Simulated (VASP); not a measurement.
Wanted: the native input for a VASP 6.6.1 run.

* Task: single point
* Functional: BLYP
* Dispersion: D3(BJ)
* Potentials or basis: VASP PAW PBE potentials, release 64 (Pt, Se)
* Cutoff: 520 eV
* k mesh: 8 × 8 × 5
* Occupations: fermi-dirac, width 0.05 eV
* Spin: no spin polarisation
* Dipole correction: no
* Further INCAR settings: ALGO = Normal; EDIFF = 1e-07; NBANDS = 18

The structure of PtSe2 lies in POSCAR:

```
PtSe2
1.0
    3.7240000000      0.0000000000      0.0000000000
   -1.8620000000      3.2250786037      0.0000000000
    0.0000000000      0.0000000000      5.0620000000
Pt Se
1 2
Direct
    0.0000000000      0.0000000000      0.0000000000
    0.6666666667      0.3333333333      0.7500000000
    0.3333333333      0.6666666667      0.2500000000
```

These files were run (other wordings do the same):

INCAR

```
AGGAC = 1.0 ; AGGAX = 1.0
ALDAC = 0.0 ; ALDAX = 1.0
ALGO = Normal ; EDIFF = 1E-7
ENCUT = 520 ; GGA = B5
ISIF = 2 ; ISMEAR = -1
IVDW = 12 ; LASPH = T
LCHARG = F ; LREAL = F
LWAVE = F ; NBANDS = 18
NELM = 60 ; PREC = Accurate
SIGMA = 0.05 ; VDW_A1 = 0.4298
VDW_A2 = 4.2359 ; VDW_S6 = 1.0
VDW_S8 = 2.6996
```

KPOINTS

```
k-points
0
Gamma
  8 8 5
```

Potentials or basis: VASP PAW PBE potentials, release 64 (Pt, Se).

Launch:

```console
$ cat potpaw_PBE.64/Pt/POTCAR potpaw_PBE.64/Se/POTCAR > POTCAR
$ mpirun -np 1 vasp_std > vasp.out
```

It gave:

```json
{"Pressure": "6.6 GPa", "Largest force": "1.179 eV/Å", "Band gap on the k mesh": "zero (bands 11 and 12 overlap by 0.24 eV)", "Dispersion energy per atom": "-1.082 eV"}
```

Caveat: the cell stands under pressure; the PAW data sets were made with another functional, which shifts forces and pressure a little; spin-orbit coupling is left out, which moves the levels of the heavy elements.

Wall time 74 s on 1 thread of Intel(R) Xeon(R) Platinum 8259CL CPU @ 2.50GHz (Skylake/Cascade Lake), with other jobs on the host, peak memory 0.21 GiB.
